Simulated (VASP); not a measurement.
Wanted: the native input for a VASP 6.6.1 run.

- Task: single point
- Functional: PBE
- Potentials or basis: VASP PAW PBE potentials, release 64 (Zn, O)
- Cutoff: 520 eV
- k mesh: 2 × 2 × 2
- Occupations: gaussian, width 0.02 eV
- Spin: no spin polarisation
- Dipole correction: no
- Further INCAR settings: LREAL = Auto; ALGO = Normal; EDIFF = 1e-06; NBANDS = 79

The structure of Zn7O8 (a cell with a defect) lies in POSCAR:

```
Zn7O8
1.0
   -3.2494000000     -5.6281260000      0.0000000000
    4.8741000000     -2.8140630000      0.0000000000
    0.0000000000      0.0000000000      5.2038000000
Zn O
7 8
Direct
    0.4955127078      0.3351861867     -0.0029887774
    0.4932111360      0.6708441077      0.5050893578
    0.2499504446      0.1581309318      0.4990781736
    0.0044273742      0.3349964731     -0.0025892617
    0.0056850465      0.6707496748      0.5054562051
    0.7495533052      0.8323500769      0.0037893462
    0.7497754921      0.1700520063      0.5017500673
    0.4995769456      0.3345742449      0.3785735424
    0.5217468457      0.6545368787      0.8726692033
    0.2494402250      0.8321064539      0.3979712902
    0.2499774045      0.1947940293      0.8676077098
    0.0000368516      0.3344280474      0.3787242015
   -0.0224616936      0.6543958829      0.8734766901
    0.7494150958      0.8343418092      0.3834217303
    0.7498962737      0.1643784395      0.8851840962
```

One way to write it, as run:

INCAR

```
PREC = Accurate ; ENCUT = 520
EDIFF = 1E-6 ; ISMEAR = 0
SIGMA = 0.02 ; LREAL = Auto
LASPH = T ; NELM = 80
ALGO = Normal ; ISIF = 2
LWAVE = F ; LCHARG = F
GGA = PE ; NBANDS = 79
```

KPOINTS

```
regular mesh
0
Gamma
  2 2 2
```

Potentials or basis: VASP PAW PBE potentials, release 64 (Zn, O).

Launch:

```console
$ cat potpaw_PBE.64/Zn/POTCAR potpaw_PBE.64/O/POTCAR > POTCAR
$ mpirun -np 1 vasp_std > vasp.out
```

It gave:

```
Pressure               : 3.5 GPa
Largest force          : 0.061 eV/Å
Band gap on the k mesh : zero (band 66 reaches 0.44 eV, above the bottom of band 67 at 0.03 eV)
```

Caveat: the k points lie up to 0.60 Å⁻¹ apart.

Run time: 2.5 min on 1 thread of Intel(R) Xeon(R) 6975P-C (Granite Rapids), with other jobs on the host, peak memory 0.3 GiB.
